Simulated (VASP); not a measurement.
A run of VASP 6.6.1:

The input INCAR:

```
ALGO = Normal
DIPOL = 0.5 0.5 0.325
EDIFF = 1E-7
ENCUT = 520
GGA = PE
IDIPOL = 3
ISIF = 2
ISMEAR = 0
LASPH = T
LCHARG = F
LDIPOL = T
LREAL = Auto
LWAVE = F
NBANDS = 60
NELM = 60
PREC = Accurate
SIGMA = 0.1
```

The input KPOINTS:

```
k-points
0
Gamma
  4 3 1
```

The input POSCAR:

```
C20Cl
1.0
    8.5436715405      0.0000000000      0.0000000000
   -2.1359178851      8.6110540208      0.0000000000
    0.0000000000      0.0000000000     20.2788010925
C Cl
20 1
Direct
    0.0782061927      0.9794914374      0.1972503198
    0.5782061927      0.9794914374      0.1972503198
    0.4115395260      0.9794914374      0.1972503198
    0.9115395260      0.9794914374      0.1972503198
    0.3230790521      0.9589828748      0.2574344476
    0.8230790520      0.9589828748      0.2574344476
    0.1564123854      0.9589828748      0.2574344476
    0.6564123854      0.9589828748      0.2574344476
    0.0669021097      0.9383827631      0.3175270290
    0.5669021097      0.9383827631      0.3175270290
    0.4022889442      0.9383825652      0.3175270320
    0.9022889442      0.9383825652      0.3175270320
    0.3111130079      0.9176685367      0.3778997893
    0.8111130079      0.9176685367      0.3778997893
    0.1477209542      0.9176685463      0.3778997009
    0.6477209542      0.9176685463      0.3778997009
    0.0473696108      0.8987953018      0.4329048139
    0.5473696108      0.8987953018      0.4329048139
    0.4020260800      0.8987945823      0.4329053307
    0.9020260800      0.8987945823      0.4329053307
    0.1723696108      1.1487953018      0.4827096883
```

Potentials or basis: VASP PAW PBE potentials, release 64 (C, Cl).

The run is started by

```sh
$ cat potpaw_PBE.64/C/POTCAR potpaw_PBE.64/Cl/POTCAR > POTCAR
$ mpirun -np 1 vasp_std > vasp.out
```

Hardware: 1 thread of Intel Xeon 8259CL (shared host).

**Question.** How long does it take, and how much memory?

**Answer.** Run time: 49 min on 1 thread of Intel Xeon 8259CL, on a shared host, peak memory 1.4 GiB. Counts: scf iterations 30, k points 7.
